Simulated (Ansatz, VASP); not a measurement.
## TlAgS2 in VASP and in Ansatz

POSCAR

```
TlAgS2
1.0
    4.1794190170      0.0000000000      0.0000000000
    0.0000000000      4.1794190170      0.0000000000
    0.0000000000      0.0000000000      6.0617710730
Ag S Tl
1 2 1
Direct
    0.0000000000      0.0000000000      0.0000000000
    0.0000000000      0.5000000000      0.2445828485
    0.5000000000      0.0000000000      0.7554171515
    0.5000000000      0.5000000000      0.5000000000
```

File INCAR.step1:

```
ALGO     = Normal         # electronic algorithm
EDIFF    = 1E-4           # SCF threshold, eV
ENCUT    = 520            # plane-wave cutoff, eV
GGA      = PE             # functional
ISMEAR   = -1             # smearing method
LASPH    = T              # aspherical terms in the spheres
LCHARG   = F              # write CHGCAR
LREAL    = F              # projectors in reciprocal space
LWAVE    = T              # write WAVECAR
NBANDS   = 26             # bands
NELM     = 80             # most SCF steps
PREC     = Accurate       # precision mode
SIGMA    = 0.02           # smearing width, eV
```

Contents of INCAR.step2:

```
ALGO     = Normal         # electronic algorithm
EDIFF    = 1E-6           # SCF threshold, eV
ENCUT    = 520            # plane-wave cutoff, eV
ISIF     = 2              # what is computed and relaxed
ISMEAR   = -1             # smearing method
ISTART   = 1            
LASPH    = T              # aspherical terms in the spheres
LCHARG   = F              # write CHGCAR
LMIXTAU  = T            
LREAL    = F              # projectors in reciprocal space
LWAVE    = F              # write WAVECAR
METAGGA  = R2SCAN         # meta-GGA
NBANDS   = 26             # bands
NELM     = 80             # most SCF steps
PREC     = Accurate       # precision mode
SIGMA    = 0.02           # smearing width, eV
```

KPOINTS

```
k-points
0
Gamma
  6 6 4
```

Input for Ansatz:

```yaml
crystal:
  lattice:
    - [4.179419017, 0.0, 0.0]
    - [0.0, 4.179419017, 0.0]
    - [0.0, 0.0, 6.061771073]
  atoms:
    - { symbol: Ag, position: [0.0, 0.0, 0.0] }
    - { symbol: S, position: [0.0, 0.5, 0.2445828485] }
    - { symbol: Tl, position: [0.5, 0.5, 0.5] }
    - { symbol: S, position: [0.5, 0.0, 0.7554171515] }
kpoints:
  mp_grid: { grid: [6, 6, 4] }
hamiltonian:
  xc: r2scan
scf:
  occupations: { method: fermi_dirac, width: 0.02 }
  n_extra_bands: 5
output:
  forces: true
  stress: true
  eigenvalues: true
```

Alike in both runs: task single point; functional r2SCAN; k mesh 6 × 6 × 4; occupations fermi-dirac, width 0.02 eV; no spin polarisation.

|  | VASP | Ansatz |
| --- | --- | --- |
| version | VASP 6.6.1 | Ansatz 0.2.0 |
| potentials or method | VASP PAW PBE potentials, release 64 (Ag, S, Tl_d) | plane waves, PAW |
| plane-wave cutoff (eV) | 520 | 500 |
| valence electrons in the cell | 36 | 44 |

|  | VASP | Ansatz | Ansatz less VASP |
| --- | --- | --- | --- |
| pressure (GPa) | -1.6 | -1.5 | +0.09 |
| rms of the force components (eV/Å) | 0.015 | 0.019 | +0.0049 |

VASP's potentials were made for PBE, not for r2SCAN. VASP's potentials hold 36 valence electrons a cell and Ansatz's 44, so a difference there can come from the potentials and not from the codes.

Neither program's run includes spin-orbit coupling.
